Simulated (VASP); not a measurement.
A run of VASP 6.6.1 is set up as follows.

File INCAR:

```
SYSTEM = CrO2
PREC = Accurate
ENCUT = 520
EDIFF = 1E-7
ISMEAR = 0
SIGMA = 0.05
LREAL = .FALSE.
LASPH = .TRUE.
NELM = 150
ALGO = Normal
ISIF = 2
LWAVE = .FALSE.
LCHARG = .TRUE.
ISPIN = 2
MAGMOM = 2.38 2.38 -0.33 -0.33 -0.33 -0.33
LORBIT = 11
LMAXMIX = 4
LDAU = .TRUE.
LDAUTYPE = 2
LDAUL = 2 -1
LDAUU = 3.7 0
LDAUJ = 0 0
LDAUPRINT = 1
GGA = PE
LELF = .TRUE.
LVHAR = .TRUE.
NBANDS = 37
```

Contents of KPOINTS:

```
Automatic mesh
0
G
  6 6 8
  0 0 0
```

File POSCAR:

```
CrO2
1.0
    4.5470755336      0.0000000000      0.0000000000
    0.0000000000      4.5470755336      0.0000000000
    0.0000000000      0.0000000000      2.9992822007
Cr O
2 4
Direct
    0.0000000000      0.0000000000      0.0000000000
    0.5000000000      0.5000000000      0.5000000000
    0.3041429866      0.3041429866      0.0000000000
    0.1958570134      0.8041429866      0.5000000000
    0.6958570134      0.6958570134      0.0000000000
    0.8041429866      0.1958570134      0.5000000000
```

Potentials or basis: VASP PAW PBE potentials, release 64 (Cr_pv, O).

The run is started by

```sh
$ cat potpaw_PBE.64/Cr_pv/POTCAR potpaw_PBE.64/O/POTCAR > POTCAR
$ mpirun -np 1 vasp_std > vasp.out
```

Estimate the site moments.

Cr +2.52; O -0.25 μB.

Predict the largest force.

0.151 eV/Å.

What does it give for the net moment?

4.00 μB per cell.

Forces on the atoms (eV/Å):
```
Cr   0.000  0.000  0.000
Cr   0.000  0.000  0.000
O   -0.107 -0.107  0.000
O    0.107 -0.107  0.000
O    0.107  0.107  0.000
O   -0.107  0.107  0.000
```

Caveat: the cell stands under tension. The state reached can hang on the start; a lower one may exist.
